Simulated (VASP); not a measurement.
HgTe, 2 atoms in the cell. It takes space group F-43m (No. 216, cubic). The conventional cell has a = 6.653 Å, b = 6.653 Å, c = 6.653 Å, α = 90.00°, β = 90.00°, γ = 90.00°. Within 3.8 Å of Hg (site symmetry -43m) lie 4 Te at 2.88 Å. Within 3.8 Å of Te (site symmetry -43m) lie 4 Hg at 2.88 Å. 

| Item | Value |
| --- | --- |
| Program | VASP 6.6.1 |
| Task | density of states |
| Functional | PBE |
| Potentials or basis | VASP PAW PBE potentials, release 64 (Hg, Te) |
| Cutoff | 520 eV |
| k mesh | 12 × 12 × 12 |
| Occupations | gaussian, width 0.1 eV |
| Spin | no spin polarisation |
| Dipole correction | no |
| k mesh for the DOS | 18 × 18 × 18 |
| Occupations for the DOS | tetrahedron |
| Further INCAR settings | ALGO = Normal; EDIFF = 1e-07 |

Potentials or basis: VASP PAW PBE potentials, release 64 (Hg, Te).

Launch:

```console
$ cat potpaw_PBE.64/Hg/POTCAR potpaw_PBE.64/Te/POTCAR > POTCAR
$ cp INCAR.step1 INCAR
$ cp KPOINTS.step1 KPOINTS
$ mpirun -np 1 vasp_std > vasp.out
$ cp INCAR.step2 INCAR
$ cp KPOINTS.step2 KPOINTS
$ mpirun -np 1 vasp_std > vasp.out
```

Hardware: 1 thread of Intel(R) Xeon(R) Platinum 8259CL CPU @ 2.50GHz (Skylake/Cascade Lake) (shared host).

Q: Estimate the wall time of this run.

A: It took 2.1 min on 1 thread of Intel(R) Xeon(R) Platinum 8259CL CPU @ 2.50GHz (Skylake/Cascade Lake), on a shared host, peak memory 0.36 GiB. Counts: k points 195.
